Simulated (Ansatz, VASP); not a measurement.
# One calculation of KI, two programs

```xyz
2
Lattice="0.0000 3.4677 3.6411 3.4677 0.0000 3.6411 3.4677 3.4677 0.0000" Properties=species:S:1:pos:R:3 pbc="T T T"
K     0.0000    0.0000    0.0000
I     3.4677    3.4677    3.6411
```

Alike in both runs: task single point; functional r2SCAN; k mesh 6 × 6 × 6; occupations gaussian, width 0.05 eV; no spin polarisation.

```csv
,VASP,Ansatz
version,VASP 6.6.1,Ansatz 0.2.0
potentials or method,"VASP PAW PBE potentials, release 64 (K_sv, I), cutoff 550 eV","scalar-relativistic, plane waves, PAW"
valence electrons in the cell,16,26
```

|  | VASP | Ansatz | Ansatz less VASP |
| --- | --- | --- | --- |
| gap on the k mesh at the Fermi level (eV) | 4.61 | 4.62 | +0.003 |
| least direct gap on the mesh (eV) | 4.61 | 4.62 | +0.003 |
| pressure (GPa) | 0.3 | 0.3 | -0.01 |
| traceless stress, the component that is largest in VASP (GPa) | -0.89 | -0.89 | +0.008 |

VASP's potentials were made for PBE, not for r2SCAN. VASP's potentials hold 16 valence electrons a cell and Ansatz's 26, so a difference there can come from the potentials and not from the codes.

Spin-orbit coupling is off throughout.
